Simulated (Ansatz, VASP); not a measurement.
# One calculation of Ta, two programs

```
CELL_PARAMETERS angstrom
-1.65948 1.65948 1.65948
1.65948 -1.65948 1.65948
1.65948 1.65948 -1.65948
ATOMIC_POSITIONS crystal
Ta 0.00000 0.00000 0.00000
```

Alike in both runs: task single point; functional PBE; k mesh 20 × 20 × 20; occupations gaussian, width 0.15 eV; no spin polarisation.

```csv
,VASP,Ansatz
version,VASP 6.6.1,Ansatz 0.2.0
potentials or method,"VASP PAW PBE potentials, release 64 (Ta_pv), cutoff 520 eV","scalar-relativistic, plane waves, PAW"
valence electrons in the cell,11,13
```

```csv
,VASP,Ansatz,Ansatz less VASP
gap on the k mesh at the Fermi level (eV),none,none,-
pressure (GPa),0.2,0.1,-0.07
```

A gap of «none» marks a metal or a gap that the smearing closes. VASP's potentials hold 11 valence electrons a cell and Ansatz's 13, so a difference there can come from the potentials and not from the codes.

Spin-orbit coupling is off throughout.
